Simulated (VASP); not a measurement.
Write the native input for VASP 6.6.1 that does the following.

| Item | Value |
| --- | --- |
| Task | single point |
| Functional | LDA |
| Potentials or basis | VASP PAW LDA potentials, release 64 (Sn_d, O) |
| Cutoff | 520 eV |
| k mesh | 6 × 6 × 8 |
| Occupations | gaussian, width 0.05 eV |
| Spin | no spin polarisation |
| Dipole correction | no |
| Further INCAR settings | ALGO = Normal; EDIFF = 1e-07; NBANDS = 35 |

The structure of SnO2 lies in POSCAR:

```
SnO2
1.0
    4.7207174017      0.0000000000      0.0000000000
    0.0000000000      4.7207174017      0.0000000000
    0.0000000000      0.0000000000      3.1887553105
Sn O
2 4
Direct
    0.0000000000      0.0000000000     -0.0395138503
    0.5000000000      0.5000000000      0.5395138503
    0.2344479741      0.3777651251      0.0229898081
    0.2655520259      0.8777651251      0.4770101919
    0.7655520259      0.6222348749      0.0229898081
    0.7344479741      0.1222348749      0.4770101919
```

This cell differs from its parent crystal: atoms displaced along a vibrational mode.

These files were run (other wordings do the same):

INCAR

```
SYSTEM = SnO2
PREC = Accurate
ENCUT = 520
EDIFF = 1E-7
ISMEAR = 0
SIGMA = 0.05
LREAL = .False.
LASPH = .True.
NELM = 80
ALGO = Normal
ISIF = 2
LWAVE = .False.
LCHARG = .True.
GGA = CA
LELF = .True.
LVHAR = .True.
NBANDS = 35
```

KPOINTS

```
regular mesh
0
Gamma
  6 6 8
  0 0 0
```

Potentials or basis: VASP PAW LDA potentials, release 64 (Sn_d, O).

The run is started by

```bash
$ cat potpaw_LDA.64/Sn_d/POTCAR potpaw_LDA.64/O/POTCAR > POTCAR
$ mpirun -np 1 vasp_std > vasp.out
```

It gave:

- Pressure: -7.2 GPa
- Largest force: 1.297 eV/Å
- Band gap on the k mesh: 0.98 eV (least direct gap 1.00 eV)

Caveat: the cell differs from its parent crystal (atoms displaced along a vibrational mode); the cell stands under tension; spin-orbit coupling is left out, which moves the levels of the heavy elements; forces of over 1 eV/Å act on the atoms, so gaps and moduli don't describe the material at rest.

It took 3.6 min on 1 thread of Intel Xeon 8259CL, with other jobs on the host, peak memory 0.26 GiB.
